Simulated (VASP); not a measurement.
# Mg (P2_1/m) in VASP: notebook

Mg is run at these levels: PBE; tasks: single point.

Program: VASP 6.6.1. These are calculated values, not measurements. Logs are shortened: lines on timing, memory, paths and dates and some standing lists are left out, and cuts for length are marked.

## (1) The cell of the first run

It takes space group P2_1/m (No. 11, monoclinic). The conventional cell has a = 3.209 Å, b = 5.210 Å, c = 3.209 Å, α = 90.00°, β = 120.00°, γ = 90.00°. Mg (site symmetry m) has 12 Mg at 2.93 to 3.39 Å within 3.9 Å.

## (2) Single point, PBE (atom 1 (Mg) moved by (-0.450, -0.225) A along x and y)

Contents of INCAR:

```
  ALGO = Fast
  EDIFF = 1E-7
  ENCUT = 520
  GGA = PE
  ISIF = 2
  ISMEAR = 0
  LASPH = True
  LCHARG = False
  LREAL = False
  LWAVE = False
  NBANDS = 9
  NELM = 80
  PREC = Accurate
  SIGMA = 0.15
```

Contents of KPOINTS:

```
k-points
0
Gamma
  18 18 10
```

Contents of POSCAR:

```
Mg
1.0
    3.2092715325      0.0000000000      0.0000000000
   -1.6046357662      2.7793106748      0.0000000000
    0.0000000000      0.0000000000      5.2103300000
Mg
2
Direct
    0.1526369339      0.5857113413      0.2500000000
    0.6666666667      0.3333333333      0.7500000000
```

Potentials or basis: VASP PAW PBE potentials, release 64 (Mg).

Run with:

```
$ cat potpaw_PBE.64/Mg/POTCAR > POTCAR
$ mpirun -np 1 vasp_std > vasp.out
```

OUTCAR:

```text
EDIFF = 1E-7
   ENCUT = 520
   GGA = PE
   ISIF = 2
   ISMEAR = 0
   LASPH = True
   LREAL = False
   NELM = 80
   PREC = Accurate

 ion  position               nearest neighbor table
   1  0.153  0.586  0.250-   2 2.93   2 2.93   2 3.36   2 3.36   2 3.39   2 3.39
   2  0.667  0.333  0.750-   1 2.93   1 2.93   1 3.36   1 3.36   1 3.39   1 3.39

  LATTYP: Found a hexagonal cell.
 ALAT       =     3.2092715325
 C/A-ratio  =     1.6235242008

  Lattice vectors:

 A1 = (   3.2092715325,   0.0000000000,   0.0000000000)
 A2 = (  -1.6046357662,   2.7793106748,   0.0000000000)
 A3 = (   0.0000000000,   0.0000000000,   5.2103300000)

Analysis of symmetry for initial positions (statically):
=====================================================================
 Subroutine PRICEL returns:
 Original cell was already a primitive cell.

 Routine SETGRP: Setting up the symmetry group for a
 hexagonal supercell.

 Subroutine GETGRP returns: Found  4 space group operations
 (whereof  1 operations were pure point group operations)
 out of a pool of 24 trial point group operations.

The static configuration has the point symmetry C_1 .
 The point group associated with its full space group is C_2h.

Analysis of symmetry for dynamics (positions and initial velocities):
=====================================================================
 Subroutine PRICEL returns:
 Original cell was already a primitive cell.

 Routine SETGRP: Setting up the symmetry group for a
 hexagonal supercell.

 Subroutine GETGRP returns: Found  4 space group operations
 (whereof  1 operations were pure point group operations)
 out of a pool of 24 trial point group operations.

The dynamic configuration has the point symmetry C_1 .
 The point group associated with its full space group is C_2h.

 Subroutine INISYM returns: Found  4 space group operations
 (whereof  1 operations are pure point group operations),
 and found     1 'primitive' translations

----------------------------------------------------------------------------------------

                                     Primitive cell

  volume of cell :      46.4739

  direct lattice vectors                    reciprocal lattice vectors
     3.209271532  0.000000000  0.000000000     0.311597193  0.179900723  0.000000000
    -1.604635766  2.779310675  0.000000000     0.000000000  0.359801446  0.000000000
     0.000000000  0.000000000  5.210330000     0.000000000  0.000000000  0.191926423

  length of vectors
     3.209271532  3.209271532  5.210330000     0.359801446  0.359801446  0.191926423

  position of ions in fractional coordinates (direct lattice)
     0.152636934  0.585711341  0.250000000
     0.666666667  0.333333333  0.750000000

  ion indices of the primitive-cell ions
   primitive index   ion index
                 1           1
                 2           2

----------------------------------------------------------------------------------------

 KPOINTS: k-points

Automatic generation of k-mesh.
 Grid dimensions read from file:
 generate k-points for:   18   18   10

 Generating k-lattice:

  Cartesian coordinates                     Fractional coordinates (reciprocal lattice)
     0.017310955  0.009994485  0.000000000     0.055555556  0.000000000  0.000000000
     0.000000000  0.019988969  0.000000000     0.000000000  0.055555556  0.000000000
     0.000000000  0.000000000  0.019192642     0.000000000  0.000000000  0.100000000

  Length of vectors
     0.019988969  0.019988969  0.019192642

  Shift w.r.t. Gamma in fractional coordinates (k-lattice)
     0.000000000  0.000000000  0.000000000

 Subroutine IBZKPT returns following result:
 ===========================================

 Found    984 irreducible k-points:

 Following reciprocal coordinates:
            Coordinates               Weight
  0.000000  0.000000  0.000000      1.000000
  0.055556  0.000000  0.000000      2.000000
  0.000000  0.055556  0.000000      2.000000
 -0.055556  0.055556  0.000000      2.000000
  0.111111  0.000000  0.000000      2.000000
  0.000000  0.111111  0.000000      2.000000
[... 16 lines left out ...]
  0.444444  0.000000  0.000000      2.000000
  0.000000  0.444444  0.000000      2.000000
 [... further k-points ...]
   k-points           NKPTS =    984   k-points in BZ     NKDIM =    984   number of bands    NBANDS=      9
   number of dos      NEDOS =    301   number of ions     NIONS =      2
   total plane-waves  NPLWV =  23040
   dimension x,y,z NGX =    24 NGY =   24 NGZ =   40
   dimension x,y,z NGXF=    48 NGYF=   48 NGZF=   80
   ions per type =               2
   NGX,Y,Z   is equivalent  to a cutoff of  12.43, 12.43, 12.76 a.u.
   NGXF,Y,Z  is equivalent  to a cutoff of  24.86, 24.86, 25.53 a.u.
 SYSTEM =  unknown system
   PREC   = accura    normal or accurate (medium, high low for compatibility)
   ISTART =      0    job   : 0-new  1-cont  2-samecut
   ICHARG =      2    charge: 1-file 2-atom 10-const
   ISPIN  =      1    spin polarized calculation?
   LNONCOLLINEAR =      F non collinear calculations
   LSORBIT =      F    spin-orbit coupling
   LASPH  =      T    aspherical Exc in radial PAW
   ENCUT  =  520.0 eV  38.22 Ry    6.18 a.u.   5.97  5.97  9.69*2*pi/ulx,y,z
   NELM   =     80;   NELMIN=  2; NELMDL= -5     # of ELM steps
   EDIFF  = 0.1E-06   stopping-criterion for ELM
   LREAL  =      F    real-space projection
   EDIFFG = 0.1E-05   stopping-criterion for IOM
   NSW    =      0    number of steps for IOM
   IBRION =     -1    ionic relax: 0-MD 1-quasi-New 2-CG
   NFREE  =      0    steps in history (QN), initial steepest desc. (CG)
   ISIF   =      2    stress and relaxation
   ISYM   =      2    0-nonsym 1-usesym 2-fastsym
   POTIM  = 0.5000    time-step for ionic-motion
   TEBEG  =    0.0;   TEEND  =   0.0 temperature during run
   PSTRESS=    0.0 pullay stress
   NELECT =       4.0000    total number of electrons
   NUPDOWN=      -1.0000    fix difference up-down
   EMIN   =  10.00;   EMAX   =-10.00  energy-range for DOS
   EFERMI =   0.00;   METHOD = LEGACY
   ISMEAR =     0;   SIGMA  =   0.15  broadening in eV -4-tet -1-fermi 0-gaus
   EFERMI_NEDOS =   21; number of points for ismear=-14 and -15
   IALGO  =     68    algorithm
   IMIX   =      4    mixing-type and parameters
     AMIX     =   0.40;   BMIX     =  1.00
     AMIX_MAG =   1.60;   BMIX_MAG =  1.00
  volume/ion in A,a.u.               =      23.24       156.81
  Fermi-wavevector in a.u.,A,eV,Ry     =   0.722812  1.365916  7.108458  0.522457
  Thomas-Fermi vector in A             =   1.812869
   LORBIT       =      0    0 simple, 1 ext, 2 COOP (PROOUT), +10 PAW based schemes
   GGA     = PE    functional components
   LHFCALC =     F    Hartree Fock is set to
   AEXX    =    0.0000 exact exchange contribution
   IVDW    =     0    specifies the selected vdW correction
   LEPSILON=     F    determine dielectric tensor
   LRPA    =     F    only Hartree local field effects (RPA)
 non-spin polarized calculation
 RMM-DIIS sequential band-by-band and
 Gauss-broadening in eV      SIGMA  =   0.15
  energy-cutoff  :      520.00
  volume of cell :       46.47
 maximum number of plane-waves:      1276
   NGX = 11   NGY = 11   NGZ = 19

 number of electron       4.0000000 magnetization

 Free energy of the ion-electron system (eV)
  ---------------------------------------------------
  ext. energy  EPLUGINS =         0.00000000
  ---------------------------------------------------
  free energy    TOTEN  =        -2.90903334 eV

  energy without entropy =       -2.89872309  energy(sigma->0) =       -2.90387822

 E-fermi :   2.5619     XC(G=0):  -8.4508

 val. band max:        2.5612202621   @ k =   0.2222   0.2778  -0.2000
 cond. band min:       2.5626370556   @ k =   0.0000   0.3889   0.1000
 fundamental gap:      0.0014167935
 Fermi energy:         2.5619089076

 k-point     1 :       0.0000    0.0000    0.0000
  band No.  band energies     occupation
      1      -4.3100      2.00000
      2       0.8918      2.00000
      3       1.3357      2.00000
      4      13.2391      0.00000
      5      13.4742      0.00000
      6      13.4748      0.00000
      7      13.6020      0.00000
      8      14.5451      0.00000
      9      15.3065      0.00000

 k-point     2 :       0.0556    0.0000    0.0000
  band No.  band energies     occupation
      1      -4.2497      2.00000
      2       0.9468      2.00000
      3       1.3942      2.00000
      4      12.1182      0.00000
      5      12.6213      0.00000
      6      13.0723      0.00000
      7      14.4111      0.00000
      8      15.3569      0.00000
      9      16.0614      0.00000

 k-point     3 :       0.0000    0.0556    0.0000
  band No.  band energies     occupation
      1      -4.2497      2.00000
      2       0.9469      2.00000
      3       1.3947      2.00000
      4      11.9384      0.00000
      5      12.6699      0.00000
      6      13.3121      0.00000
      7      14.3351      0.00000
      8      15.1593      0.00000
      9      16.1148      0.00000

 k-point     4 :      -0.0556    0.0556    0.0000
  band No.  band energies     occupation
      1      -4.2497      2.00000
      2       0.9469      2.00000
      3       1.3947      2.00000
      4      11.9224      0.00000
      5      12.6682      0.00000
      6      13.3455      0.00000
      7      14.3275      0.00000
      8      15.1474      0.00000
      9      16.1087      0.00000
[... 205 lines left out ...]
 k-point    22 :      -0.3889    0.3889    0.0000
  band No.  band energies     occupation
      1      -1.3989      2.00000
      2       2.6629      0.34121
      3       3.5872      0.00000
      4       4.2992      0.00000
      5       7.6471      0.00000
      6       8.0162      0.00000
      7       9.6448      0.00000
      8      10.9907      0.00000
      9      14.1722      0.00000

 k-point    23 :       0.4444    0.0000    0.0000
  band No.  band energies     occupation
      1      -0.5300      2.00000
      2       1.5000      2.00000
      3       4.4200      0.00000
      4       5.2122      0.00000
      5       6.4200      0.00000
      6       7.1020      0.00000
      7       9.4439      0.00000
      8      10.3653      0.00000
      9      13.8236      0.00000

 k-point    24 :       0.0000    0.4444    0.0000
  band No.  band energies     occupation
      1      -0.5254      2.00000
      2       1.5278      2.00000
      3       4.3976      0.00000
      4       5.0459      0.00000
      5       6.4943      0.00000
      6       7.0362      0.00000
      7       9.5043      0.00000
      8      10.6638      0.00000
      9      14.0456      0.00000

 [... further k-points ...]

------------------------ aborting loop because EDIFF is reached ----------------------------------------

  FORCE on cell =-STRESS in cart. coord.  units (eV):
  Direction    XX          YY          ZZ          XY          YZ          ZX
  --------------------------------------------------------------------------------------
  -------------------------------------------------------------------------------------
  Total       -0.0804811     -0.3129734      0.4871719      0.2510416      0.0000000      0.0000000
  in kB       -2.7745708    -10.7896970     16.7951538      8.6546080      0.0000000      0.0000000
  external PRESSURE =       1.0769620 kB  Pullay stress =       0.0000000 kB

 VOLUME and BASIS-vectors are now :
 -----------------------------------------------------------------------------
  energy-cutoff  :      520.00
  volume of cell :       46.47
      direct lattice vectors                 reciprocal lattice vectors
     3.209271532  0.000000000  0.000000000     0.311597193  0.179900723  0.000000000
    -1.604635766  2.779310675  0.000000000     0.000000000  0.359801446  0.000000000
     0.000000000  0.000000000  5.210330000     0.000000000  0.000000000  0.191926423

 POSITION                                       TOTAL-FORCE (eV/Angst)
 -----------------------------------------------------------------------------------
     -0.45000      1.62787      1.30258         0.388196      0.227344     -0.000000
      1.60464      0.92644      3.90775        -0.388196     -0.227344      0.000000
 -----------------------------------------------------------------------------------
    total drift:                                0.000000     -0.000000      0.000000

  FREE ENERGIE OF THE ION-ELECTRON SYSTEM (eV)
  ---------------------------------------------------
  free  energy   TOTEN  =        -2.9090333401 eV

  energy  without entropy=       -2.8987230900  energy(sigma->0) =       -2.90387822
```

Run time: 6 min. Hardware: 1 thread of Intel Xeon 8259CL, shared host; peak memory 0.49 GiB.

What came out:

- Free energy: -2.9090 eV
- Pressure: 0.1 GPa
- Largest force: 0.450 eV/Å
- Band gap on the k mesh: zero (bands 2 and 3 overlap by 2.20 eV)

Forces on the atoms (eV/Å):
```
Mg   0.388  0.227  0.000
Mg  -0.388 -0.227  0.000
```

Stress tensor (GPa, compression positive):
```
-0.28  0.87  0.00
 0.87 -1.08  0.00
 0.00  0.00  1.68
```

Caveat: the cell differs from its parent crystal (atom 1 (Mg) moved by (-0.450, -0.225) A along x and y).

(Continued in part 2 of 2.)
